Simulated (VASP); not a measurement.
# LiF (P4mm) in VASP: notebook

Runs on LiF. Level: r2SCAN. Tasks: single point.

All numbers are computed with VASP 6.6.1; they aren't measurements. Logs are shortened: lines on timing, memory, paths and dates and some standing lists are left out, and cuts for length are marked.

### Step 1. The cell of the first run

Symmetry: P4mm, No. 99, tetragonal system. The conventional cell has a = 2.560 Å, b = 2.560 Å, c = 2.560 Å, α = 90.00°, β = 90.00°, γ = 90.00°. Li (site symmetry 4mm) has 8 F at 2.13 to 2.31 Å and 6 Li at 2.56 Å within 2.8 Å. F (site symmetry 4mm) has 8 Li at 2.13 to 2.31 Å and 6 F at 2.56 Å within 2.8 Å.

### Step 2. Single point, r2SCAN (all F atoms moved -0.150 Å, as atom 2 along Cartesian [0 0 1])

File POSCAR:

```
LiF
1.0
    2.5595330000      0.0000000000      0.0000000000
    0.0000000000      2.5595330000      0.0000000000
    0.0000000000      0.0000000000      2.5595330000
Li F
1 1
Direct
    0.0000000000      0.0000000000      0.0000000000
    0.5000000000      0.5000000000      0.4413955593
```

File INCAR.step1:

```
SYSTEM = LiF
PREC = Accurate
ENCUT = 520
ISMEAR = 0
SIGMA = 0.05
LREAL = .FALSE.
LASPH = .TRUE.
NELM = 100
NBANDS = 12
GGA = PE
ALGO = Normal
EDIFF = 1E-4
LWAVE = .TRUE.
LCHARG = .FALSE.
```

File INCAR.step2:

```
SYSTEM = LiF
PREC = Accurate
ENCUT = 520
EDIFF = 1E-6
ISMEAR = 0
SIGMA = 0.05
LREAL = .FALSE.
LASPH = .TRUE.
NELM = 100
ALGO = Normal
ISIF = 2
LWAVE = .FALSE.
LCHARG = .TRUE.
METAGGA = R2SCAN
LMIXTAU = .TRUE.
LELF = .TRUE.
LVHAR = .TRUE.
NBANDS = 12
ISTART = 1
```

File KPOINTS:

```
regular mesh
0
G
  10 10 10
  0 0 0
```

Potentials or basis: VASP PAW PBE potentials, release 64 (Li_sv, F).

Launch:

```bash
> cat potpaw_PBE.64/Li_sv/POTCAR potpaw_PBE.64/F/POTCAR > POTCAR
> cp INCAR.step1 INCAR
> mpirun -np 1 vasp_std > vasp.out
> cp INCAR.step2 INCAR
> mpirun -np 1 vasp_std > vasp.out
```

OUTCAR:

```text
SYSTEM = LiF
   PREC = Accurate
   ENCUT = 520
   EDIFF = 1E-6
   ISMEAR = 0
   LREAL = .FALSE.
   LASPH = .TRUE.
   NELM = 100
   ISIF = 2
   METAGGA = R2SCAN
   ISTART = 1

 ion  position               nearest neighbor table
   1  0.000  0.000  0.000-   2 2.13   2 2.13   2 2.13   2 2.13
   2  0.500  0.500  0.441-   1 2.13   1 2.13   1 2.13   1 2.13

  LATTYP: Found a simple cubic cell.
 ALAT       =     2.5595330000

  Lattice vectors:

 A1 = (   2.5595330000,   0.0000000000,   0.0000000000)
 A2 = (   0.0000000000,   2.5595330000,   0.0000000000)
 A3 = (   0.0000000000,   0.0000000000,   2.5595330000)

Analysis of symmetry for initial positions (statically):
=====================================================================
 Subroutine PRICEL returns:
 Original cell was already a primitive cell.

 Routine SETGRP: Setting up the symmetry group for a
 simple cubic supercell.

 Subroutine GETGRP returns: Found  8 space group operations
 (whereof  8 operations were pure point group operations)
 out of a pool of 48 trial point group operations.

The static configuration has the point symmetry C_4v.

Analysis of symmetry for dynamics (positions and initial velocities):
=====================================================================
 Subroutine PRICEL returns:
 Original cell was already a primitive cell.

 Routine SETGRP: Setting up the symmetry group for a
 simple cubic supercell.

 Subroutine GETGRP returns: Found  8 space group operations
 (whereof  8 operations were pure point group operations)
 out of a pool of 48 trial point group operations.

The dynamic configuration has the point symmetry C_4v.

 Subroutine INISYM returns: Found  8 space group operations
 (whereof  8 operations are pure point group operations),
 and found     1 'primitive' translations

----------------------------------------------------------------------------------------

                                     Primitive cell

  volume of cell :      16.7680

  direct lattice vectors                    reciprocal lattice vectors
     2.559533000  0.000000000  0.000000000     0.390696272  0.000000000  0.000000000
     0.000000000  2.559533000  0.000000000     0.000000000  0.390696272  0.000000000
     0.000000000  0.000000000  2.559533000     0.000000000  0.000000000  0.390696272

  length of vectors
     2.559533000  2.559533000  2.559533000     0.390696272  0.390696272  0.390696272

  position of ions in fractional coordinates (direct lattice)
     0.000000000  0.000000000  0.000000000
     0.500000000  0.500000000  0.441395559

  ion indices of the primitive-cell ions
   primitive index   ion index
                 1           1
                 2           2

----------------------------------------------------------------------------------------

 KPOINTS: regular mesh

Automatic generation of k-mesh.
 Grid dimensions read from file:
 generate k-points for:   10   10   10

 Generating k-lattice:

  Cartesian coordinates                     Fractional coordinates (reciprocal lattice)
     0.039069627  0.000000000  0.000000000     0.100000000  0.000000000  0.000000000
     0.000000000  0.039069627  0.000000000     0.000000000  0.100000000  0.000000000
     0.000000000  0.000000000  0.039069627     0.000000000  0.000000000  0.100000000

  Length of vectors
     0.039069627  0.039069627  0.039069627

  Shift w.r.t. Gamma in fractional coordinates (k-lattice)
     0.000000000  0.000000000  0.000000000

 Subroutine IBZKPT returns following result:
 ===========================================

 Found    126 irreducible k-points:

 Following reciprocal coordinates:
            Coordinates               Weight
  0.000000  0.000000  0.000000      1.000000
  0.100000  0.000000  0.000000      4.000000
  0.000000  0.000000  0.100000      2.000000
  0.200000  0.000000  0.000000      4.000000
  0.000000  0.000000  0.200000      2.000000
  0.300000  0.000000  0.000000      4.000000
[... 16 lines left out ...]
  0.500000  0.100000  0.000000      4.000000
  0.000000  0.500000  0.100000      4.000000
 [... further k-points ...]
   k-points           NKPTS =    126   k-points in BZ     NKDIM =    126   number of bands    NBANDS=     12
   number of dos      NEDOS =    301   number of ions     NIONS =      2
   total plane-waves  NPLWV =   8000
   dimension x,y,z NGX =    20 NGY =   20 NGZ =   20
   dimension x,y,z NGXF=    40 NGYF=   40 NGZF=   40
   ions per type =               1   1
   NGX,Y,Z   is equivalent  to a cutoff of  12.99, 12.99, 12.99 a.u.
   NGXF,Y,Z  is equivalent  to a cutoff of  25.98, 25.98, 25.98 a.u.
 SYSTEM =  LiF
   PREC   = accura    normal or accurate (medium, high low for compatibility)
   ISTART =      1    job   : 0-new  1-cont  2-samecut
   ICHARG =      0    charge: 1-file 2-atom 10-const
   ISPIN  =      1    spin polarized calculation?
   LNONCOLLINEAR =      F non collinear calculations
   LSORBIT =      F    spin-orbit coupling
   LASPH  =      T    aspherical Exc in radial PAW
   ENCUT  =  520.0 eV  38.22 Ry    6.18 a.u.   4.76  4.76  4.76*2*pi/ulx,y,z
   NELM   =    100;   NELMIN=  2; NELMDL=  0     # of ELM steps
   EDIFF  = 0.1E-05   stopping-criterion for ELM
   LREAL  =      F    real-space projection
   EDIFFG = 0.1E-04   stopping-criterion for IOM
   NSW    =      0    number of steps for IOM
   IBRION =     -1    ionic relax: 0-MD 1-quasi-New 2-CG
   NFREE  =      0    steps in history (QN), initial steepest desc. (CG)
   ISIF   =      2    stress and relaxation
   ISYM   =      2    0-nonsym 1-usesym 2-fastsym
   POTIM  = 0.5000    time-step for ionic-motion
   TEBEG  =    0.0;   TEEND  =   0.0 temperature during run
   PSTRESS=    0.0 pullay stress
   NELECT =      10.0000    total number of electrons
   NUPDOWN=      -1.0000    fix difference up-down
   EMIN   =  10.00;   EMAX   =-10.00  energy-range for DOS
   EFERMI =   0.00;   METHOD = LEGACY
   ISMEAR =     0;   SIGMA  =   0.05  broadening in eV -4-tet -1-fermi 0-gaus
   EFERMI_NEDOS =   21; number of points for ismear=-14 and -15
   IALGO  =     38    algorithm
   IMIX   =      4    mixing-type and parameters
     AMIX     =   0.40;   BMIX     =  1.00
     AMIX_MAG =   1.60;   BMIX_MAG =  1.00
  volume/ion in A,a.u.               =       8.38        56.58
  Fermi-wavevector in a.u.,A,eV,Ry     =   1.377994  2.604032 25.835673  1.898868
  Thomas-Fermi vector in A             =   2.503097
   LORBIT       =      0    0 simple, 1 ext, 2 COOP (PROOUT), +10 PAW based schemes
   METAGGA = R2SCAN    functional components
   LHFCALC =     F    Hartree Fock is set to
   AEXX    =    0.0000 exact exchange contribution
   IVDW    =     0    specifies the selected vdW correction
   LEPSILON=     F    determine dielectric tensor
   LRPA    =     F    only Hartree local field effects (RPA)
 non-spin polarized calculation
 Gauss-broadening in eV      SIGMA  =   0.05
  energy-cutoff  :      520.00
  volume of cell :       16.77
 maximum number of plane-waves:       468
 NGX is ok and might be reduce to    20
   NGX =  9   NGY =  9   NGZ =  9

 number of electron      10.0000011 magnetization

 Free energy of the ion-electron system (eV)
  ---------------------------------------------------
  ext. energy  EPLUGINS =         0.00000000
  ---------------------------------------------------
  free energy    TOTEN  =       -11.26479125 eV

  energy without entropy =      -11.26479125  energy(sigma->0) =      -11.26479125

 E-fermi :  -0.1660     XC(G=0): -10.4564

 val. band max:       -0.5054174131   @ k =   0.5000   0.5000   0.0000
 cond. band min:       8.0980715816   @ k =   0.0000   0.0000   0.0000
 fundamental gap:      8.6034889947
 Fermi energy:        -0.1659611278

 k-point     1 :       0.0000    0.0000    0.0000
  band No.  band energies     occupation
      1     -44.5101      2.00000
      2     -22.4508      2.00000
      3      -1.2089      2.00000
      4      -1.2089      2.00000
      5      -1.1728      2.00000
      6       8.0981      0.00000
      7      19.1130      0.00000
      8      19.3791      0.00000
      9      22.2272      0.00000
     10      22.2272      0.00000
     11      22.7419      0.00000
     12      39.1186      0.00000

 k-point     2 :       0.1000    0.0000    0.0000
  band No.  band energies     occupation
      1     -44.5059      2.00000
      2     -22.4107      2.00000
      3      -1.5539      2.00000
      4      -1.1722      2.00000
      5      -1.1361      2.00000
      6       8.3315      0.00000
      7      18.1380      0.00000
      8      19.3967      0.00000
      9      22.1678      0.00000
     10      22.4627      0.00000
     11      24.2393      0.00000
     12      37.6432      0.00000

 k-point     3 :       0.0000    0.0000    0.1000
  band No.  band energies     occupation
      1     -44.5059      2.00000
      2     -22.4100      2.00000
      3      -1.5219      2.00000
      4      -1.1727      2.00000
      5      -1.1727      2.00000
      6       8.3358      0.00000
      7      18.0545      0.00000
      8      19.6120      0.00000
      9      22.1768      0.00000
     10      22.1768      0.00000
     11      24.3935      0.00000
     12      37.6658      0.00000
[... 286 lines left out ...]
 k-point    23 :       0.5000    0.1000    0.0000
  band No.  band energies     occupation
      1     -44.4621      2.00000
      2     -21.9608      2.00000
      3      -4.1364      2.00000
      4      -1.1563      2.00000
      5      -0.7671      2.00000
      6      10.1063      0.00000
      7      14.6346      0.00000
      8      19.8391      0.00000
      9      21.9669      0.00000
     10      24.8336      0.00000
     11      27.4017      0.00000
     12      32.8647      0.00000

 k-point    24 :       0.0000    0.5000    0.1000
  band No.  band energies     occupation
      1     -44.4622      2.00000
      2     -21.9612      2.00000
      3      -4.1337      2.00000
      4      -1.1364      2.00000
      5      -0.7836      2.00000
      6      10.1018      0.00000
      7      14.5700      0.00000
      8      20.1689      0.00000
      9      21.6274      0.00000
     10      24.8185      0.00000
     11      27.5042      0.00000
     12      32.8807      0.00000

 [... further k-points ...]

------------------------ aborting loop because EDIFF is reached ----------------------------------------

  FORCE on cell =-STRESS in cart. coord.  units (eV):
  Direction    XX          YY          ZZ          XY          YZ          ZX
  --------------------------------------------------------------------------------------
  -------------------------------------------------------------------------------------
  Total       -0.4709186     -0.4709186     -0.3875284      0.0000000      0.0000000     -0.0000000
  in kB      -44.9960305    -44.9960305    -37.0281451      0.0000000      0.0000000     -0.0000000
  external PRESSURE =     -42.3400687 kB  Pullay stress =       0.0000000 kB

 VOLUME and BASIS-vectors are now :
 -----------------------------------------------------------------------------
  energy-cutoff  :      520.00
  volume of cell :       16.77
      direct lattice vectors                 reciprocal lattice vectors
     2.559533000  0.000000000  0.000000000     0.390696272  0.000000000  0.000000000
     0.000000000  2.559533000  0.000000000     0.000000000  0.390696272  0.000000000
     0.000000000  0.000000000  2.559533000     0.000000000  0.000000000  0.390696272

 POSITION                                       TOTAL-FORCE (eV/Angst)
 -----------------------------------------------------------------------------------
      0.00000      0.00000      0.00000        -0.000000      0.000000      0.075414
      1.27977      1.27977      1.12977         0.000000     -0.000000     -0.075414
 -----------------------------------------------------------------------------------
    total drift:                               -0.000000      0.000000      0.023730

  FREE ENERGIE OF THE ION-ELECTRON SYSTEM (eV)
  ---------------------------------------------------
  free  energy   TOTEN  =       -11.2647912526 eV

  energy  without entropy=      -11.2647912526  energy(sigma->0) =      -11.26479125
```

Wall time 39 s (1 thread of AMD EPYC 9R45 (Zen 5), shared host); peak memory 0.1 GiB.

What came out:

* Free energy: -11.2648 eV
* Largest force: 0.075 eV/Å
* Band gap on the k mesh: 8.60 eV (least direct gap 9.27 eV)

Forces on the atoms (eV/Å):
```
Li   0.000  0.000  0.075
F    0.000  0.000 -0.075
```

Caveat: the cell differs from its parent crystal (all F atoms moved -0.150 Å, as atom 2 along Cartesian [0 0 1]); the cutoff is under 1.25 times the usual one of these potentials, so pressure, stress and relaxed cells hold a basis-set (Pulay) error; the PAW data sets were made with another functional, which shifts forces and pressure a little.

### Step 3. Single point, r2SCAN (all F atoms moved +0.263 Å, as atom 2 along Cartesian [0 0 1])

Changes to POSCAR since step 2:

```diff
@@ -9,2 +9,2 @@
     0.0000000000      0.0000000000      0.0000000000
-    0.5000000000      0.5000000000      0.4413955593
+    0.5000000000      0.5000000000      0.6025577713
```

File INCAR.step1:

```
PREC = Accurate
ENCUT = 520
ISMEAR = 0
SIGMA = 0.05
LREAL = False
LASPH = True
NELM = 60
NBANDS = 12
GGA = PE
ALGO = Normal
EDIFF = 1E-4
LWAVE = True
LCHARG = False
```

File INCAR.step2:

```
PREC = Accurate
ENCUT = 520
EDIFF = 1E-6
ISMEAR = 0
SIGMA = 0.05
LREAL = False
LASPH = True
NELM = 60
ALGO = Normal
ISIF = 2
LWAVE = False
LCHARG = True
METAGGA = R2SCAN
LMIXTAU = True
LELF = True
LVHAR = True
NBANDS = 12
ISTART = 1
```

File KPOINTS:

```
Automatic mesh
0
Gamma
  10 10 10
```

Potentials or basis: VASP PAW PBE potentials, release 64 (Li_sv, F).

Launch:

```bash
> cat potpaw_PBE.64/Li_sv/POTCAR potpaw_PBE.64/F/POTCAR > POTCAR
> cp INCAR.step1 INCAR
> mpirun -np 1 vasp_std > vasp.out
> cp INCAR.step2 INCAR
> mpirun -np 1 vasp_std > vasp.out
```

It took 40 s on 1 thread of AMD EPYC 9R45 (Zen 5), shared host; peak memory 0.1 GiB.

It converged, with:

```
Free energy            : -11.2746 eV
Largest force          : 0.097 eV/Å
Band gap on the k mesh : 8.55 eV (least direct gap 9.19 eV)
```

Forces on the atoms (eV/Å):
```
Li   0.000  0.000 -0.097
F    0.000  0.000  0.097
```

Levels at points of the mesh, in eV from the valence-band top:
```tsv
k point	band 1	band 2	band 3	band 4	band 5	band 6	band 7	band 8	band 9	band 10
(0.00, 0.00, 0.00)	-43.94	-21.96	-0.75	-0.75	-0.64	8.55	19.31	19.88	22.85	22.85
(0.50, 0.00, 0.00)	-43.90	-21.53	-3.67	-0.34	-0.29	10.33	14.98	21.91	22.96	25.39
(0.00, 0.00, 0.50)	-43.90	-21.50	-3.68	-0.36	-0.36	10.09	15.69	22.20	22.20	24.96
(0.50, 0.50, 0.00)	-43.86	-21.01	-3.34	-3.34	0.00	14.69	15.07	15.07	20.76	25.97
(0.00, 0.50, 0.50)	-43.86	-21.02	-3.24	-3.21	-0.06	12.69	15.05	17.15	20.39	25.82
(0.50, 0.50, 0.50)	-43.83	-20.58	-2.40	-2.40	-2.27	12.28	12.48	12.48	25.35	25.35
```

Caveat: the cell differs from its parent crystal (all F atoms moved +0.263 Å, as atom 2 along Cartesian [0 0 1]); the cutoff is under 1.25 times the usual one of these potentials, so pressure, stress and relaxed cells hold a basis-set (Pulay) error; the PAW data sets were made with another functional, which shifts forces and pressure a little. A k mesh can miss the band edges.

### Step 4. Single point, r2SCAN (all F atoms moved +0.188 Å, as atom 2 along Cartesian [0 0 1])

Changes to POSCAR since step 3:

```diff
@@ -9,2 +9,2 @@
     0.0000000000      0.0000000000      0.0000000000
-    0.5000000000      0.5000000000      0.6025577713
+    0.5000000000      0.5000000000      0.5732555509
```

File INCAR.step1:

```
  PREC = Accurate
  ENCUT = 520
  ISMEAR = 0
  SIGMA = 0.05
  LREAL = F
  LASPH = T
  NELM = 60
  NBANDS = 12
  GGA = PE
  ALGO = Normal
  EDIFF = 1E-4
  LWAVE = T
  LCHARG = F
```

File INCAR.step2:

```
  PREC = Accurate
  ENCUT = 520
  EDIFF = 1E-6
  ISMEAR = 0
  SIGMA = 0.05
  LREAL = F
  LASPH = T
  NELM = 60
  ALGO = Normal
  ISIF = 2
  LWAVE = F
  LCHARG = F
  METAGGA = R2SCAN
  LMIXTAU = T
  NBANDS = 12
  ISTART = 1
```

File KPOINTS:

```
regular mesh
0
Gamma
  10 10 10
```

Launch:

```bash
> cat potpaw_PBE.64/Li_sv/POTCAR potpaw_PBE.64/F/POTCAR > POTCAR
> cp INCAR.step1 INCAR
> mpirun -np 1 vasp_std > vasp.out
> cp INCAR.step2 INCAR
> mpirun -np 1 vasp_std > vasp.out
```

It took 40 s on 1 thread of AMD EPYC 9R45 (Zen 5), shared host; peak memory 0.1 GiB.

Results (log left out):

- Free energy: -11.2677 eV
- Largest force: 0.084 eV/Å
- Band gap on the k mesh: 8.59 eV (least direct gap 9.25 eV)

Forces in eV/Å, atoms in the order of the input:
```
Li   0.000  0.000 -0.084
F    0.000  0.000  0.084
```

Levels at points of the mesh, in eV from the valence-band top:
| k point | band 2 | band 3 | band 4 | band 5 | band 6 | band 7 | band 8 | band 9 |
| --- | --- | --- | --- | --- | --- | --- | --- | --- |
| (0.00, 0.00, 0.00) | -21.95 | -0.72 | -0.72 | -0.66 | 8.59 | 19.51 | 19.88 | 22.76 |
| (0.50, 0.00, 0.00) | -21.51 | -3.67 | -0.31 | -0.29 | 10.24 | 15.14 | 21.91 | 22.47 |
| (0.00, 0.00, 0.50) | -21.50 | -3.67 | -0.32 | -0.32 | 10.11 | 15.52 | 22.06 | 22.06 |
| (0.50, 0.50, 0.00) | -20.99 | -3.30 | -3.30 | 0.00 | 14.63 | 14.97 | 14.97 | 20.66 |
| (0.00, 0.50, 0.50) | -21.00 | -3.25 | -3.24 | -0.03 | 13.22 | 14.96 | 16.42 | 20.47 |
| (0.50, 0.50, 0.50) | -20.56 | -2.35 | -2.35 | -2.28 | 12.23 | 12.33 | 12.33 | 25.46 |

Caveat: the cell differs from its parent crystal (all F atoms moved +0.188 Å, as atom 2 along Cartesian [0 0 1]); the cutoff is under 1.25 times the usual one of these potentials, so pressure, stress and relaxed cells hold a basis-set (Pulay) error; the PAW data sets were made with another functional, which shifts forces and pressure a little.

### Step 5. Overview

| cell | gap on the mesh (eV) | largest force (eV/Å) |
| --- | --- | --- |
| as given, atomic positions A | 8.60 | 0.08 |
| as given, atomic positions B | 8.55 | 0.10 |
| as given, atomic positions C | 8.59 | 0.08 |

Alike in all rows: task single point; level r2SCAN; potentials or basis VASP PAW PBE potentials, release 64 (Li_sv, F); no spin polarisation; k mesh 10 × 10 × 10; cutoff (eV) 520; smearing gaussian 0.05 eV.

Caveats: the cutoff is under 1.25 times the usual one of these potentials, so pressure, stress and relaxed cells hold a basis-set (Pulay) error; the PAW data sets were made with another functional, which shifts forces and pressure a little.

Absolute energies hang on the potentials; compare differences alone.
